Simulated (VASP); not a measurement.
Write the native input for VASP 6.6.1 that does the following.

| Quantity | Value |
| --- | --- |
| Task | single point |
| Functional | PBE |
| Potentials or basis | VASP PAW PBE potentials, release 64 (Cd, Ag, S) |
| Cutoff | 520 eV |
| k mesh | 4 × 4 × 4 |
| Occupations | gaussian, width 0.1 eV |
| Spin | no spin polarisation |
| Dipole correction | no |
| Further INCAR settings | ALGO = Normal; EDIFF = 1e-07; NBANDS = 46 |

The structure of Cd3AgS4 lies in POSCAR:

```
Cd3AgS4
1.0
    5.3487831900      0.0000000000      0.0000000000
    0.0000000000      5.3487831900      0.0000000000
    0.0000000000      0.0000000000      5.3487831900
Cd Ag S
3 1 4
Direct
    0.5000000000      0.5000000000      0.0000000000
    0.5000000000      0.0000000000      0.5000000000
    0.0000000000      0.5000000000      0.5000000000
    0.0000000000      0.0000000000      0.0000000000
    0.5000000000      0.5000000000      0.5000000000
    0.0000000000      0.0000000000      0.5000000000
    0.0000000000      0.5000000000      0.0000000000
    0.5000000000      0.0000000000      0.0000000000
```

One way to write it, as run:

INCAR

```
SYSTEM = Cd3AgS4
PREC = Accurate
ENCUT = 520
EDIFF = 1E-7
ISMEAR = 0
SIGMA = 0.1
LREAL = .FALSE.
LASPH = .TRUE.
NELM = 80
ALGO = Normal
ISIF = 2
LWAVE = .FALSE.
LCHARG = .FALSE.
GGA = PE
NBANDS = 46
```

KPOINTS

```
regular mesh
0
G
  4 4 4
  0 0 0
```

Potentials or basis: VASP PAW PBE potentials, release 64 (Cd, Ag, S).

The run is started by

```bash
$ cat potpaw_PBE.64/Cd/POTCAR potpaw_PBE.64/Ag/POTCAR potpaw_PBE.64/S/POTCAR > POTCAR
$ mpirun -np 1 vasp_std > vasp.out
```

It gave:

```json
{
  "Pressure": "5.0 GPa"
}
```

Wall time 34 s on 1 thread of Intel(R) Xeon(R) 6975P-C (Granite Rapids) (shared host), peak memory 0.26 GiB.
